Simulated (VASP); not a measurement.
Input of a VASP 6.6.1 run:

The input POSCAR:

```
Fe
1.0
   -1.4345540696      1.4345540696      1.4345540696
    1.4345540696     -1.4345540696      1.4345540696
    1.4345540696      1.4345540696     -1.4345540696
Fe
1
Direct
    0.0000000000      0.0000000000      0.0000000000
```

Contents of INCAR.step1:

```
PREC = Accurate
ENCUT = 520
ISMEAR = -1
SIGMA = 0.03
LREAL = F
LASPH = T
NELM = 150
ISPIN = 2
MAGMOM = 2.804
LMAXMIX = 4
NBANDS = 14
GGA = PE
ALGO = Normal
EDIFF = 1E-4
LWAVE = T
LCHARG = F
```

Contents of INCAR.step2:

```
PREC = Accurate
ENCUT = 520
EDIFF = 1E-6
ISMEAR = -1
SIGMA = 0.03
LREAL = F
LASPH = T
NELM = 150
ALGO = Normal
ISIF = 2
LWAVE = F
LCHARG = F
ISPIN = 2
MAGMOM = 2.804
LORBIT = 11
LMAXMIX = 4
METAGGA = R2SCAN
LMIXTAU = T
NBANDS = 14
ISTART = 1
```

The input KPOINTS:

```
regular mesh
0
Gamma
  15 15 15
```

Potentials or basis: VASP PAW PBE potentials, release 64 (Fe).

Command:

```console
$ cat potpaw_PBE.64/Fe/POTCAR > POTCAR
$ cp INCAR.step1 INCAR
$ mpirun -np 1 vasp_std > vasp.out
$ cp INCAR.step2 INCAR
$ mpirun -np 1 vasp_std > vasp.out
```

**Question.** What does it give for the site moments?

**Answer.** Fe +2.74 μB.

**Question.** Estimate the pressure.

**Answer.** -0.3 GPa.

**Question.** Estimate the net moment.

**Answer.** 2.67 μB per cell.

Caveat: the PAW data sets were made with another functional, which shifts forces and pressure a little.
